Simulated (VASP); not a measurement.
A run of VASP 6.6.1 is set up as follows.

File INCAR:

```
SYSTEM = O
PREC     = Accurate       ! precision mode
ENCUT    = 520            ! plane-wave cutoff, eV
EDIFF    = 1E-8           ! SCF threshold, eV
ISMEAR   = -1             ! smearing method
SIGMA    = 0.02           ! smearing width, eV
LREAL    = .False.        ! projectors in reciprocal space
LASPH    = .True.         ! aspherical terms in the spheres
NELM     = 100            ! most SCF steps
ALGO     = Normal         ! electronic algorithm
ISIF     = 2              ! what is computed and relaxed
LWAVE    = .False.        ! write WAVECAR
LCHARG   = .False.        ! write CHGCAR
GGA      = PS             ! functional
LEFG     = .True.       
NBANDS   = 13             ! bands
```

Contents of KPOINTS:

```
Automatic mesh
0
Gamma
  10 10 10
  0 0 0
```

The input POSCAR:

```
O
1.0
    1.3948820417      0.8053355222      3.4083000000
   -1.3948820417      0.8053355222      3.4083000000
    0.0000000000     -1.6106710445      3.4083000000
O
2
Direct
    0.0577000000      0.0577000000      0.0577000000
    0.9423000000      0.9423000000      0.9423000000
```

Potentials or basis: VASP PAW PBE potentials, release 64 (O).

Command:

```sh
$ cat potpaw_PBE.64/O/POTCAR > POTCAR
$ mpirun -np 1 vasp_std > vasp.out
```

(1) Predict the largest force.

(2) Predict the pressure.

Results:

(1) 3.900 eV/Å.

(2) 6.4 GPa.

Caveat: the cell differs from its parent crystal (equal xx and yy strain of -2 %); the standard files for N, O and F lose accuracy on very short bonds; spin is off for a triplet molecule; without QUAD_EFG the Cq values of the log hold for a quadrupole moment of 1 mb, not for the nuclei; the PAW data sets were made with another functional, which shifts forces and pressure a little.
